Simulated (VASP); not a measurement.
A run of VASP 6.6.1 is set up as follows.

Contents of INCAR:

```
PREC     = Accurate       # precision mode
ENCUT    = 520            # plane-wave cutoff, eV
EDIFF    = 1E-7           # SCF threshold, eV
ISMEAR   = 0              # smearing method
SIGMA    = 0.15           # smearing width, eV
LREAL    = False          # projectors in reciprocal space
LASPH    = True           # aspherical terms in the spheres
NELM     = 150            # most SCF steps
ALGO     = Normal         # electronic algorithm
ISIF     = 2              # what is computed and relaxed
LWAVE    = False          # write WAVECAR
LCHARG   = False          # write CHGCAR
ISPIN    = 2              # spin polarisation
MAGMOM   = 1              # initial moments
LORBIT   = 11             # projections on sites
NUPDOWN  = 1.0            # fixed moment
LMAXMIX  = 4              # l up to which the mixer works
GGA      = PE             # functional
NBANDS   = 16             # bands
```

KPOINTS

```
regular mesh
0
Gamma
  22 22 22
```

File POSCAR:

```
Ti
1.0
   -1.6979213348      1.6979213348      1.6979213348
    1.6979213348     -1.6979213348      1.6979213348
    1.6979213348      1.6979213348     -1.6979213348
Ti
1
Direct
    0.0000000000      0.0000000000      0.0000000000
```

Potentials or basis: VASP PAW PBE potentials, release 64 (Ti_sv).

The run is started by

```sh
$ cat potpaw_PBE.64/Ti_sv/POTCAR > POTCAR
$ mpirun -np 1 vasp_std > vasp.out
```

Question: Estimate the pressure.

Answer: -9.2 GPa.

Caveat: the cell stands under tension; the total moment is fixed, so each spin has its own Fermi level and the state may be an excited one.
